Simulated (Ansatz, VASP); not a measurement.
# Two plane-wave programs on NaHF2

INCAR

```
SYSTEM = NaHF2
PREC     = Accurate       ! precision mode
ENCUT    = 520            ! plane-wave cutoff, eV
EDIFF    = 1E-6           ! SCF threshold, eV
ISMEAR   = 0              ! smearing method
SIGMA    = 0.05           ! smearing width, eV
LREAL    = .FALSE.        ! projectors in reciprocal space
LASPH    = .TRUE.         ! aspherical terms in the spheres
NELM     = 80             ! most SCF steps
ALGO     = Normal         ! electronic algorithm
ISIF     = 2              ! what is computed and relaxed
LWAVE    = .FALSE.        ! write WAVECAR
LCHARG   = .FALSE.        ! write CHGCAR
GGA      = PS             ! functional
IVDW     = 12             ! dispersion correction
NBANDS   = 19             ! bands
```

File KPOINTS:

```
Automatic mesh
0
G
  9 9 9
  0 0 0
```

The input POSCAR:

```
NaHF2
1.0
    1.6339000000      0.9433326048      3.9112000000
   -1.6339000000      0.9433326048      3.9112000000
    0.0000000000     -1.8866652097      3.9112000000
Na H F
1 1 2
Direct
    0.0000000000      0.0000000000      0.0000000000
    0.5000000000      0.5000000000      0.5000000000
    0.4168825606      0.4168825606      0.4168825606
    0.5831174394      0.5831174394      0.5831174394
```

Input for Ansatz:

```yaml
crystal:
  lattice:
    - [1.6339, 0.9433326048, 3.9112]
    - [-1.6339, 0.9433326048, 3.9112]
    - [0.0, -1.8866652097, 3.9112]
  atoms:
    - { symbol: Na, position: [0.0, 0.0, 0.0] }
    - { symbol: H, position: [0.5, 0.5, 0.5] }
    - { symbol: F, position: [0.4168825606, 0.4168825606, 0.4168825606] }
    - { symbol: F, position: [0.5831174394, 0.5831174394, 0.5831174394] }
basis:
  ecutwfc: 520.0
kpoints:
  mp_grid: { grid: [9, 9, 9] }
hamiltonian:
  xc: pbesol
  pseudopotentials: { kind: paw }
  dispersion: d3bj
scf:
  occupations: { method: gaussian, width: 0.05 }
output:
  forces: true
  stress: true
  eigenvalues: true
```

Alike in both runs: task single point; functional PBEsol; dispersion D3(BJ); k mesh 9 × 9 × 9; occupations gaussian, width 0.05 eV; no spin polarisation.

|  | VASP | Ansatz |
| --- | --- | --- |
| version | VASP 6.6.1 | Ansatz 0.2.0 |
| potentials or method | VASP PAW PBE potentials, release 64 (Na_pv, H, F), cutoff 520 eV | scalar-relativistic, plane waves, PAW |
| valence electrons in the cell | 22 | 24 |

Ansatz gave:

- gap on the k mesh at the Fermi level (eV): 7.34
- least direct gap on the mesh (eV): 7.34
- rms of the force components (eV/Å): 2.992

Which values does VASP return?

gap on the k mesh at the Fermi level (eV): 7.32; least direct gap on the mesh (eV): 7.32; rms of the force components (eV/Å): 3.048.

VASP's potentials were made for PBE, not for PBEsol. Atom by atom the forces differ by 0.056 eV/Å (rms over components). VASP's potentials hold 22 valence electrons a cell and Ansatz's 24, so a difference there can come from the potentials and not from the codes.
